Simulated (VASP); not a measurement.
Wanted: the native input for a VASP 6.6.1 run.

| Property | Result |
| --- | --- |
| Task | single point |
| Functional | PBE |
| Potentials or basis | VASP PAW PBE potentials, release 64 (Sn_d, Se, S) |
| Cutoff | 520 eV |
| k mesh | 4 × 4 × 4 |
| Occupations | gaussian, width 0.1 eV |
| Spin | no spin polarisation |
| Dipole correction | no |
| Further INCAR settings | ALGO = Normal; EDIFF = 1e-06; NBANDS = 50 |

The structure of Sn4Se3S lies in POSCAR:

```
Sn4Se3S
1.0
    6.0127095000      0.0000000000      0.0000000000
    0.0000000000      6.0127095000      0.0000000000
    0.0000000000      0.0000000000      6.0127095000
Sn Se S
4 3 1
Direct
    0.5000000000      0.5000000000      0.5000000000
    0.0000000000      0.5000000000      0.0000000000
    0.5000000000      0.0000000000      0.0000000000
    0.0000000000      0.0000000000      0.5000000000
    0.5000000000      0.0000000000      0.5000000000
    0.0000000000      0.5000000000      0.5000000000
    0.5000000000      0.5000000000      0.0000000000
    0.0000000000      0.0000000000      0.0000000000
```

One way to write it, as run:

INCAR

```
SYSTEM = Sn4Se3S
PREC = Accurate ; ENCUT = 520
EDIFF = 1E-6 ; ISMEAR = 0
SIGMA = 0.1 ; LREAL = .FALSE.
LASPH = .TRUE. ; NELM = 80
ALGO = Normal ; ISIF = 2
LWAVE = .FALSE. ; LCHARG = .FALSE.
GGA = PE ; NBANDS = 50
```

KPOINTS

```
Automatic mesh
0
G
  4 4 4
  0 0 0
```

Potentials or basis: VASP PAW PBE potentials, release 64 (Sn_d, Se, S).

Run with:

```bash
$ cat potpaw_PBE.64/Sn_d/POTCAR potpaw_PBE.64/Se/POTCAR potpaw_PBE.64/S/POTCAR > POTCAR
$ mpirun -np 1 vasp_std > vasp.out
```

It gave:

| Item | Value |
| --- | --- |
| Pressure | -0.2 GPa |
| Band gap on the k mesh | 0.44 eV, direct |

Caveat: spin-orbit coupling is left out, which moves the levels of the heavy elements.

It took 2.4 min on 1 thread of Intel(R) Xeon(R) Platinum 8488C (Sapphire Rapids), on a shared host, peak memory 0.37 GiB.
